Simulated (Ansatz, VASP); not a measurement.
# Mo: VASP beside Ansatz

```
Mo
1.0
     2.69854    0.00000    0.00000
    -1.34927    2.33700    0.00000
     0.00000    0.00000    2.52065
Mo
1
Direct
  0.00000 0.00000 0.50000
```

Alike in both runs: task single point; functional PBEsol; dispersion D3(BJ); k mesh 12 × 12 × 11; no spin polarisation.

|  | VASP | Ansatz |
| --- | --- | --- |
| version | VASP 6.6.1 | Ansatz 0.2.0 |
| potentials or method | VASP PAW PBE potentials, release 64 (Mo_sv), cutoff 520 eV | plane waves, PAW |
| occupations | methfessel-paxton of order 1, width 0.05 eV | cold, width 0.05 eV |
| valence electrons in the cell | 14 | 14 |

Ansatz gave:

```
pressure (GPa)                                                : -2.6
traceless stress, the component that is largest in VASP (GPa) : -7.65
```

What did VASP give for the same quantities?

Pressure (GPa): -2.0; traceless stress, the component that is largest in VASP (GPa): -7.51.

VASP's potentials were made for PBE, not for PBEsol.
